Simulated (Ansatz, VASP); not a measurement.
# Rh in VASP and in Ansatz

Contents of INCAR:

```
PREC = Accurate ; ENCUT = 500
EDIFF = 1E-7 ; ISMEAR = -1
SIGMA = 0.05 ; LREAL = False
LASPH = True ; NELM = 200
ALGO = Normal ; ISIF = 3
LWAVE = False ; LCHARG = False
MAGMOM = 0 0 0 ; LORBIT = 11
LSORBIT = True ; GGA_COMPAT = False
LORBMOM = True ; LMAXMIX = 4
GGA = PE ; IBRION = 2
NSW = 45 ; EDIFFG = -0.005
NELMIN = 4
```

File KPOINTS:

```
Automatic mesh
0
Gamma
  18 18 18
```

File POSCAR:

```
Rh
1.0
    0.0000000000      1.9155708455      1.9155708455
    1.9155708455      0.0000000000      1.9155708455
    1.9155708455      1.9155708455      0.0000000000
Rh
1
Direct
    0.0000000000      0.0000000000      0.0000000000
```

Input for Ansatz:

```yaml
crystal:
  lattice:
    - [0.0, 1.9155708455, 1.9155708455]
    - [1.9155708455, 0.0, 1.9155708455]
    - [1.9155708455, 1.9155708455, 0.0]
  atoms:
    - { symbol: Rh, position: [0.0, 0.0, 0.0] }
kpoints:
  mp_grid: { grid: [18, 18, 18] }
scf:
  occupations: { method: fermi_dirac, width: 0.05 }
hamiltonian:
  xc: pbe
  pseudopotentials: { kind: all_electron, lapw: { basis_error: 0.0005 } }
output:
  forces: true
  stress: true
  eigenvalues: true
  populations: true
relax:
  f_tol: 0.005
  max_steps: 25
  cell: {}
magnetization:
  noncollinear: true
  spin_orbit: true
```

Alike in both runs: task relaxation of cell and atoms; functional PBE; k mesh 18 × 18 × 18; occupations fermi-dirac, width 0.05 eV; non-collinear spin, spin-orbit coupling.

```csv
,VASP,Ansatz
version,VASP 6.6.1,Ansatz 0.2.0
potentials or method,"VASP PAW PBE potentials, release 64 (Rh_pv), cutoff 500 eV",all-electron LAPW
```

|  | VASP | Ansatz | Ansatz less VASP |
| --- | --- | --- | --- |
| relaxed volume (Å³/atom) | 14.07 | 14.06 | -0.012 |
| relaxed length of the cell vector where the two differ most in proportion (Å) | 2.710 | 2.709 | -0.0008 |

Ansatz ran all-electron here, and VASP with PAW potentials.
